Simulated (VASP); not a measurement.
# TaN (P6/mmm) in VASP: notebook

TaN is run at these levels: PBE; tasks: single point.

Program: VASP 6.6.1. These are calculated values, not measurements. Logs are shortened: lines on timing, memory, paths and dates and some standing lists are left out, and cuts for length are marked.

## 1. The cell of the first run

The structure is hexagonal, space group P6/mmm (No. 191). The conventional cell has a = 5.191 Å, b = 5.191 Å, c = 2.908 Å, α = 90.00°, β = 90.00°, γ = 120.00°. Ta (site symmetry 6/mmm) has 6 N at 2.60 Å and 14 Ta at 2.91 to 3.33 Å within 3.4 Å. Ta (site symmetry -6m2) has 6 N at 2.09 Å and 5 Ta at 2.91 to 3.00 Å within 3.0 Å. Within 3.0 Å of N (site symmetry mmm) lie 6 Ta at 2.09 to 2.60 Å and 6 N at 2.60 to 2.91 Å.

## 2. Single point, PBE

The input, INCAR:

```
PREC = Accurate
ENCUT = 520
EDIFF = 1E-6
ISMEAR = -1
SIGMA = 0.1
LREAL = False
LASPH = True
NELM = 80
ALGO = Normal
ISIF = 2
LWAVE = False
LCHARG = False
GGA = PE
NBANDS = 33
```

The input, KPOINTS:

```
regular mesh
0
Gamma
  5 5 8
```

The input, POSCAR:

```
TaN
1.0
    5.1910000000      0.0000000000      0.0000000000
   -2.5955000000      4.4955378700      0.0000000000
    0.0000000000      0.0000000000      2.9080000000
Ta N
3 3
Direct
    0.0000000000      0.0000000000      0.0000000000
    0.3333333333      0.6666666667      0.5000000000
    0.6666666667      0.3333333333      0.5000000000
    0.5000000000      0.0000000000      0.0000000000
    0.5000000000      0.5000000000      0.0000000000
    0.0000000000      0.5000000000      0.0000000000
```

Potentials or basis: VASP PAW PBE potentials, release 64 (Ta_pv, N).

Command:

```bash
> cat potpaw_PBE.64/Ta_pv/POTCAR potpaw_PBE.64/N/POTCAR > POTCAR
> mpirun -np 1 vasp_std > vasp.out
```

OUTCAR:

```text
PREC = Accurate
   ENCUT = 520
   EDIFF = 1E-6
   ISMEAR = -1
   LREAL = False
   LASPH = True
   NELM = 80
   ISIF = 2
   GGA = PE

 ion  position               nearest neighbor table
   1  0.000  0.000  0.000-   5 2.60   6 2.60   6 2.60   5 2.60   4 2.60   4 2.60   2 3.33   3 3.33
                             2 3.33   3 3.33   2 3.33   2 3.33   3 3.33   3 3.33   2 3.33   3 3.33
   2  0.333  0.667  0.500-   4 2.09   4 2.09   6 2.09   6 2.09   5 2.09   5 2.09   3 3.00   3 3.00
                             3 3.00   1 3.33   1 3.33   1 3.33   1 3.33   1 3.33   1 3.33
   3  0.667  0.333  0.500-   4 2.09   4 2.09   6 2.09   6 2.09   5 2.09   5 2.09   2 3.00   2 3.00
                             2 3.00   1 3.33   1 3.33   1 3.33   1 3.33   1 3.33   1 3.33
   4  0.500  0.000  0.000-   2 2.09   3 2.09   2 2.09   3 2.09   1 2.60   1 2.60
   5  0.500  0.500  0.000-   2 2.09   3 2.09   2 2.09   3 2.09   1 2.60   1 2.60
   6  0.000  0.500  0.000-   2 2.09   3 2.09   2 2.09   3 2.09   1 2.60   1 2.60

  LATTYP: Found a hexagonal cell.
 ALAT       =     5.1910000000
 C/A-ratio  =     0.5602003468

  Lattice vectors:

 A1 = (   5.1910000000,   0.0000000000,   0.0000000000)
 A2 = (  -2.5955000000,   4.4955378700,   0.0000000000)
 A3 = (   0.0000000000,   0.0000000000,   2.9080000000)

Analysis of symmetry for initial positions (statically):
=====================================================================
 Subroutine PRICEL returns:
 Original cell was already a primitive cell.

 Routine SETGRP: Setting up the symmetry group for a
 hexagonal supercell.

 Subroutine GETGRP returns: Found 24 space group operations
 (whereof 24 operations were pure point group operations)
 out of a pool of 24 trial point group operations.

The static configuration has the point symmetry D_6h.

Analysis of symmetry for dynamics (positions and initial velocities):
=====================================================================
 Subroutine PRICEL returns:
 Original cell was already a primitive cell.

 Routine SETGRP: Setting up the symmetry group for a
 hexagonal supercell.

 Subroutine GETGRP returns: Found 24 space group operations
 (whereof 24 operations were pure point group operations)
 out of a pool of 24 trial point group operations.

The dynamic configuration has the point symmetry D_6h.

 Subroutine INISYM returns: Found 24 space group operations
 (whereof 24 operations are pure point group operations),
 and found     1 'primitive' translations

----------------------------------------------------------------------------------------

                                     Primitive cell

  volume of cell :      67.8621

  direct lattice vectors                    reciprocal lattice vectors
     5.191000000  0.000000000  0.000000000     0.192641110  0.111221397  0.000000000
    -2.595500000  4.495537870  0.000000000     0.000000000  0.222442793  0.000000000
     0.000000000  0.000000000  2.908000000     0.000000000  0.000000000  0.343878955

  length of vectors
     5.191000000  5.190999999  2.908000000     0.222442793  0.222442793  0.343878955

  position of ions in fractional coordinates (direct lattice)
     0.000000000  0.000000000  0.000000000
     0.333333333  0.666666667  0.500000000
     0.666666667  0.333333333  0.500000000
     0.500000000  0.000000000  0.000000000
     0.500000000  0.500000000  0.000000000
     1.000000000  0.500000000  0.000000000

  ion indices of the primitive-cell ions
   primitive index   ion index
                 1           1
                 2           2
                 3           3
                 4           4
                 5           5
                 6           6

----------------------------------------------------------------------------------------

 KPOINTS: regular mesh

Automatic generation of k-mesh.
 Grid dimensions read from file:
 generate k-points for:    5    5    8

 Generating k-lattice:

  Cartesian coordinates                     Fractional coordinates (reciprocal lattice)
     0.038528222  0.022244279  0.000000000     0.200000000 -0.000000000  0.000000000
     0.000000000  0.044488559  0.000000000     0.000000000  0.200000000  0.000000000
     0.000000000  0.000000000  0.042984869     0.000000000  0.000000000  0.125000000

  Length of vectors
     0.044488559  0.044488559  0.042984869

  Shift w.r.t. Gamma in fractional coordinates (k-lattice)
     0.000000000  0.000000000  0.000000000

 Subroutine IBZKPT returns following result:
 ===========================================

 Found     25 irreducible k-points:

 Following reciprocal coordinates:
            Coordinates               Weight
  0.000000  0.000000  0.000000      1.000000
  0.200000  0.000000  0.000000      6.000000
  0.400000  0.000000  0.000000      6.000000
  0.200000  0.200000  0.000000      6.000000
  0.400000  0.200000  0.000000      6.000000
  0.000000  0.000000  0.125000      2.000000
[... 16 lines left out ...]
  0.400000  0.000000  0.500000      6.000000
  0.200000  0.200000  0.500000      6.000000
   k-points           NKPTS =     25   k-points in BZ     NKDIM =     25   number of bands    NBANDS=     33
   number of dos      NEDOS =    301   number of ions     NIONS =      6
   total plane-waves  NPLWV =  38400
   dimension x,y,z NGX =    40 NGY =   40 NGZ =   24
   dimension x,y,z NGXF=    80 NGYF=   80 NGZF=   48
   ions per type =               3   3
   NGX,Y,Z   is equivalent  to a cutoff of  12.81, 12.81, 13.72 a.u.
   NGXF,Y,Z  is equivalent  to a cutoff of  25.62, 25.62, 27.44 a.u.
 SYSTEM =  unknown system
   PREC   = accura    normal or accurate (medium, high low for compatibility)
   ISTART =      0    job   : 0-new  1-cont  2-samecut
   ICHARG =      2    charge: 1-file 2-atom 10-const
   ISPIN  =      1    spin polarized calculation?
   LNONCOLLINEAR =      F non collinear calculations
   LSORBIT =      F    spin-orbit coupling
   LASPH  =      T    aspherical Exc in radial PAW
   ENCUT  =  520.0 eV  38.22 Ry    6.18 a.u.   9.65  9.65  5.41*2*pi/ulx,y,z
   NELM   =     80;   NELMIN=  2; NELMDL= -5     # of ELM steps
   EDIFF  = 0.1E-05   stopping-criterion for ELM
   LREAL  =      F    real-space projection
   EDIFFG = 0.1E-04   stopping-criterion for IOM
   NSW    =      0    number of steps for IOM
   IBRION =     -1    ionic relax: 0-MD 1-quasi-New 2-CG
   NFREE  =      0    steps in history (QN), initial steepest desc. (CG)
   ISIF   =      2    stress and relaxation
   ISYM   =      2    0-nonsym 1-usesym 2-fastsym
   POTIM  = 0.5000    time-step for ionic-motion
   TEBEG  =    0.0;   TEEND  =   0.0 temperature during run
   PSTRESS=    0.0 pullay stress
   NELECT =      48.0000    total number of electrons
   NUPDOWN=      -1.0000    fix difference up-down
   EMIN   =  10.00;   EMAX   =-10.00  energy-range for DOS
   EFERMI =   0.00;   METHOD = LEGACY
   ISMEAR =    -1;   SIGMA  =   0.10  broadening in eV -4-tet -1-fermi 0-gaus
   EFERMI_NEDOS =   21; number of points for ismear=-14 and -15
   IALGO  =     38    algorithm
   IMIX   =      4    mixing-type and parameters
     AMIX     =   0.40;   BMIX     =  1.00
     AMIX_MAG =   1.60;   BMIX_MAG =  1.00
  volume/ion in A,a.u.               =      11.31        76.33
  Fermi-wavevector in a.u.,A,eV,Ry     =   1.458634  2.756418 28.947918  2.127612
  Thomas-Fermi vector in A             =   2.575295
   LORBIT       =      0    0 simple, 1 ext, 2 COOP (PROOUT), +10 PAW based schemes
   GGA     = PE    functional components
   LHFCALC =     F    Hartree Fock is set to
   AEXX    =    0.0000 exact exchange contribution
   IVDW    =     0    specifies the selected vdW correction
   LEPSILON=     F    determine dielectric tensor
   LRPA    =     F    only Hartree local field effects (RPA)
 non-spin polarized calculation
  energy-cutoff  :      520.00
  volume of cell :       67.86
 maximum number of plane-waves:      1858
 NGX is ok and might be reduce to    40
   NGX = 19   NGY = 19   NGZ = 11

 number of electron      47.9999998 magnetization

 Free energy of the ion-electron system (eV)
  ---------------------------------------------------
  ext. energy  EPLUGINS =         0.00000000
  ---------------------------------------------------
  free energy    TOTEN  =       -64.74721843 eV

  energy without entropy =      -64.71774121  energy(sigma->0) =      -64.73247982

 E-fermi :   8.2259     XC(G=0): -13.0438

 val. band max:        8.1931685154   @ k =   0.0000   0.0000   0.3750
 cond. band min:       8.2736046433   @ k =   0.2000   0.0000   0.2500
 fundamental gap:      0.0804361279
 Fermi energy:         8.2259461368

 k-point     1 :       0.0000    0.0000    0.0000
  band No.  band energies     occupation
      1     -28.0195      2.00000
      2     -28.0195      2.00000
      3     -27.6256      2.00000
      4     -27.6256      2.00000
      5     -27.4035      2.00000
      6     -27.2791      2.00000
[... 25 lines left out ...]
     32      11.4697      0.00000
     33      11.4697      0.00000

 k-point     2 :       0.2000    0.0000    0.0000
  band No.  band energies     occupation
      1     -28.0461      2.00000
      2     -28.0005      2.00000
      3     -27.6108      2.00000
      4     -27.5889      2.00000
      5     -27.3918      2.00000
      6     -27.3177      2.00000
[... 25 lines left out ...]
     32      11.6189      0.00000
     33      11.8292      0.00000

 k-point     3 :       0.4000    0.0000    0.0000
  band No.  band energies     occupation
      1     -28.0827      2.00000
      2     -27.9263      2.00000
      3     -27.6739      2.00000
      4     -27.5321      2.00000
      5     -27.3650      2.00000
      6     -27.3362      2.00000
[... 25 lines left out ...]
     32      11.8193      0.00000
     33      11.9574      0.00000

 k-point     4 :       0.2000    0.2000    0.0000
  band No.  band energies     occupation
      1     -28.0642      2.00000
      2     -27.9591      2.00000
      3     -27.6584      2.00000
      4     -27.5397      2.00000
      5     -27.3717      2.00000
      6     -27.3363      2.00000
[... 25 lines left out ...]
     32      11.6225      0.00000
     33      11.8263      0.00000

 k-point     5 :       0.4000    0.2000    0.0000
  band No.  band energies     occupation
      1     -28.0721      2.00000
      2     -27.8842      2.00000
      3     -27.7606      2.00000
      4     -27.5113      2.00000
      5     -27.3491      2.00000
      6     -27.3220      2.00000
[... 604 lines left out ...]
 k-point    22 :       0.2000    0.0000    0.5000
  band No.  band energies     occupation
      1     -28.3182      2.00000
      2     -28.1243      2.00000
      3     -27.8688      2.00000
      4     -27.8307      2.00000
      5     -27.4820      2.00000
      6     -27.4311      2.00000
[... 25 lines left out ...]
     32      12.4452      0.00000
     33      12.8260      0.00000

 k-point    23 :       0.4000    0.0000    0.5000
  band No.  band energies     occupation
      1     -28.2849      2.00000
      2     -28.1696      2.00000
      3     -27.8833      2.00000
      4     -27.7778      2.00000
      5     -27.5449      2.00000
      6     -27.4156      2.00000
[... 25 lines left out ...]
     32      12.3654      0.00000
     33      13.7258      0.00000

 k-point    24 :       0.2000    0.2000    0.5000
  band No.  band energies     occupation
      1     -28.2922      2.00000
      2     -28.1603      2.00000
      3     -27.8910      2.00000
      4     -27.7724      2.00000
      5     -27.5423      2.00000
      6     -27.4143      2.00000
[... 25 lines left out ...]
     32      12.1429      0.00000
     33      13.5515      0.00000

 [... further k-points ...]

------------------------ aborting loop because EDIFF is reached ----------------------------------------

  FORCE on cell =-STRESS in cart. coord.  units (eV):
  Direction    XX          YY          ZZ          XY          YZ          ZX
  --------------------------------------------------------------------------------------
  -------------------------------------------------------------------------------------
  Total        4.3118580      4.3118580      4.6977998      0.0000000     -0.0000000      0.0000000
  in kB      101.8000377    101.8000377    110.9118627      0.0000000     -0.0000000      0.0000000
  external PRESSURE =     104.8373127 kB  Pullay stress =       0.0000000 kB

 VOLUME and BASIS-vectors are now :
 -----------------------------------------------------------------------------
  energy-cutoff  :      520.00
  volume of cell :       67.86
      direct lattice vectors                 reciprocal lattice vectors
     5.191000000  0.000000000  0.000000000     0.192641110  0.111221397  0.000000000
    -2.595500000  4.495537870  0.000000000     0.000000000  0.222442793  0.000000000
     0.000000000  0.000000000  2.908000000     0.000000000  0.000000000  0.343878955

 POSITION                                       TOTAL-FORCE (eV/Angst)
 -----------------------------------------------------------------------------------
      0.00000      0.00000      0.00000         0.000000     -0.000000      0.000000
     -0.00000      2.99703      1.45400        -0.000000      0.000000     -0.000000
      2.59550      1.49851      1.45400         0.000000     -0.000000      0.000000
      2.59550      0.00000      0.00000         0.000000     -0.000000      0.000000
      1.29775      2.24777      0.00000         0.000000     -0.000000      0.000000
     -1.29775      2.24777      0.00000         0.000000     -0.000000      0.000000
 -----------------------------------------------------------------------------------
    total drift:                               -0.000000      0.000000     -0.000000

  FREE ENERGIE OF THE ION-ELECTRON SYSTEM (eV)
  ---------------------------------------------------
  free  energy   TOTEN  =       -64.7472184321 eV

  energy  without entropy=      -64.7177412138  energy(sigma->0) =      -64.73247982
```

Wall time 68 s (1 thread of Intel Xeon 8259CL, shared host); peak memory 0.21 GiB.

Results:

```yaml
Free_energy: -64.7472 eV
Pressure: 10.5 GPa
Band_gap_on_the_k_mesh: zero (bands 24 and 25 overlap by 2.13 eV)
```

Stress tensor (GPa, compression positive):
```
10.18  0.00  0.00
 0.00 10.18  0.00
 0.00  0.00 11.09
```

Levels at points of the mesh, in eV from the Fermi level:
| k point | band 21 | band 22 | band 23 | band 24 | band 25 | band 26 | band 27 | band 28 |
| --- | --- | --- | --- | --- | --- | --- | --- | --- |
| (0.00, 0.00, 0.00) | -3.06 | -2.54 | -2.10 | -1.27 | -1.27 | 0.80 | 0.80 | 1.23 |
| (0.00, 0.00, 0.50) | -3.15 | -3.15 | -1.96 | 0.87 | 0.87 | 1.43 | 1.77 | 2.50 |

Caveat: the cell stands under pressure; spin-orbit coupling is left out, which moves the levels of the heavy elements.

## 3. Single point, PBE

This run uses another cell than the first one, of 11.61 Å³/atom.

The input, INCAR:

```
ALGO = Normal
EDIFF = 1E-7
ENCUT = 520
GGA = PE
ISIF = 2
ISMEAR = -1
LASPH = T
LCHARG = F
LREAL = F
LWAVE = F
NBANDS = 33
NELM = 100
PREC = Accurate
SIGMA = 0.1
```

The input, KPOINTS:

```
k-points
0
Gamma
  5 5 8
```

Edit POSCAR of step 2 so:

```diff
@@ -2,5 +2,5 @@
 1.0
-    5.1910000000      0.0000000000      0.0000000000
-   -2.5955000000      4.4955378700      0.0000000000
-    0.0000000000      0.0000000000      2.9080000000
+    5.2367380395      0.0000000000      0.0000000000
+   -2.6183690198      4.5351481741      0.0000000000
+    0.0000000000      0.0000000000      2.9336224656
 Ta N
```

Potentials or basis: VASP PAW PBE potentials, release 64 (Ta_pv, N).

Command:

```bash
> cat potpaw_PBE.64/Ta_pv/POTCAR potpaw_PBE.64/N/POTCAR > POTCAR
> mpirun -np 1 vasp_std > vasp.out
```

It took 81 s on 1 thread of Intel Xeon 8259CL, shared host; peak memory 0.21 GiB.

Results (log left out):

* Free energy: -64.8175 eV
* Pressure: 1.9 GPa
* Band gap on the k mesh: zero (bands 24 and 25 overlap by 2.04 eV)

Stress tensor (GPa, compression positive):
```
2.59 0.00 0.00
0.00 2.59 0.00
0.00 0.00 0.44
```

Levels at points of the mesh, in eV from the Fermi level:
```
           k point  band 22  band 23  band 24  band 25  band 26  band 27
(0.00, 0.00, 0.00)    -2.45    -2.04    -1.21    -1.21     0.79     0.79
(0.00, 0.00, 0.50)    -3.06    -1.90     0.84     0.84     1.38     1.67
```

Caveat: spin-orbit coupling is left out, which moves the levels of the heavy elements.

(Part 1 of 2 ends here.)
